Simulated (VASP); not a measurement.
# MoWSe4: single point with LDA+U

MoWSe4, a slab with vacuum:

```
Mo Se W
1.0
     2.87441   -1.65985    0.00000
     2.87441    1.65985    0.00000
    -0.00511    0.00000   22.76679
Mo Se W
1 4 1
Direct
  0.33267 0.33267 0.45126
  0.66605 0.66605 0.52385
  0.33402 0.33402 0.07762
  0.33409 0.33409 0.22366
  0.66594 0.66594 0.37858
  0.66747 0.66747 0.15062
```

| Property | Result |
| --- | --- |
| Program | VASP 6.6.1 |
| Task | single point |
| Functional | LDA |
| Potentials or basis | VASP PAW LDA potentials, release 64 (Mo_sv, Se, W_sv) |
| Cutoff | 520 eV |
| k mesh | 7 × 7 × 1 |
| Occupations | gaussian, width 0.05 eV |
| Spin | collinear spin, zero start |
| Starting moments | [0.0, 0.0, 0.0, 0.0, 0.0, 0.0] μB |
| Hubbard terms | Mo d U = 4.0 eV, W d U = 4.0 eV |

```yaml
Largest_force: 0.091 eV/Å
Band_gap_on_the_k_mesh: 1.40 eV, indirect (least direct gap 1.63 eV)
Net_moment: 0.00 μB per cell
Valence_electrons_inside_the_program's_atomic_spheres: Mo 12.33; Se 3.88, 3.91; W 11.90
```

Forces on the atoms (eV/Å):
```
Mo  -0.002  0.000 -0.017
Se   0.002  0.000 -0.084
Se   0.002  0.000  0.004
Se   0.004  0.000  0.090
Se   0.001  0.000  0.006
W   -0.007  0.000  0.001
```

Levels at points of the mesh, in eV from the valence-band top:
Spin up:
```tsv
k point	band 24	band 25	band 26	band 27	band 28	band 29
(0.00, 0.00, 0.00)	-1.22	-0.49	0.00	2.65	2.65	2.90
```
Spin down:
| k point | band 24 | band 25 | band 26 | band 27 | band 28 | band 29 |
| --- | --- | --- | --- | --- | --- | --- |
| (0.00, 0.00, 0.00) | -1.22 | -0.49 | 0.00 | 2.65 | 2.65 | 2.90 |

Eigenvalues of the final occupation matrices:
```
    site  spin  trace               eigenvalues
site 1 d     1   1.96  0.38 0.38 0.39 0.39 0.41
site 1 d     2   1.96  0.38 0.38 0.39 0.39 0.41
site 6 d     1   1.67  0.33 0.33 0.33 0.33 0.36
site 6 d     2   1.67  0.33 0.33 0.33 0.33 0.36
```

Wall time 13 min on 1 thread of Intel(R) Xeon(R) Platinum 8488C (Sapphire Rapids) (shared host), peak memory 0.44 GiB.

Caveat: spin-orbit coupling is left out, which moves the levels of the heavy elements.
